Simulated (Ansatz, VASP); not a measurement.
**SnSe in VASP and in Ansatz**

```
Sn Se
1.0
     0.00000    3.06903    3.06903
     3.06903    0.00000    3.06903
     3.06903    3.06903    0.00000
Sn Se
1 1
Direct
  0.00000 0.00000 0.00000
  0.50000 0.50000 0.50000
```

Change from the starting cell: volume scaled by 1.06.

Alike in both runs: task single point; functional PBEsol; k mesh 7 × 7 × 7; occupations fermi-dirac, width 0.01 eV; no spin polarisation.

|  | VASP | Ansatz |
| --- | --- | --- |
| version | VASP 6.6.1 | Ansatz 0.2.0 |
| potentials or method | VASP PAW PBE potentials, release 64 (Sn_d, Se), cutoff 520 eV | all-electron LAPW, scalar-relativistic |

|  | VASP | Ansatz | Ansatz less VASP |
| --- | --- | --- | --- |
| pressure (GPa) | -4.3 | -4.3 | 0.00 |

VASP's potentials were made for PBE, not for PBEsol. Ansatz ran all-electron here, and VASP with PAW potentials.
